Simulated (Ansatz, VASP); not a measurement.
Sn2TeO2 in VASP and in Ansatz

```
Sn Te O
1.0
     4.49577    0.00000    0.00000
    -2.24788    3.89345    0.00000
     0.00000    0.00000    7.43790
Sn Te O
2 1 2
Direct
  0.00000 0.00000 0.30551
  0.00000 0.00000 0.69449
  0.00000 0.00000 0.00000
  0.33333 0.66667 0.00000
  0.66667 0.33333 0.00000
```

Alike in both runs: task single point; functional PBE; k mesh 6 × 6 × 4; occupations gaussian, width 0.1 eV; no spin polarisation.

|  | VASP | Ansatz |
| --- | --- | --- |
| version | VASP 6.6.1 | Ansatz 0.2.0 |
| potentials or method | VASP PAW PBE potentials, release 64 (Sn_d, Te, O), cutoff 520 eV | scalar-relativistic, plane waves, PAW |
| valence electrons in the cell | 46 | 56 |

|  | VASP | Ansatz | Ansatz less VASP |
| --- | --- | --- | --- |
| gap on the k mesh at the Fermi level (eV) | none | none | - |
| pressure (GPa) | 11.0 | 11.3 | +0.33 |
| traceless stress, the component that is largest in VASP (GPa) | 45.80 | 46.25 | +0.452 |
| rms of the force components (eV/Å) | 3.103 | 3.127 | +0.0238 |

Atom by atom the forces differ by 0.024 eV/Å (rms over components). A gap of «none» marks a metal or a gap that the smearing closes. VASP's potentials hold 46 valence electrons a cell and Ansatz's 56, so a difference there can come from the potentials and not from the codes.

Spin-orbit coupling is off throughout.
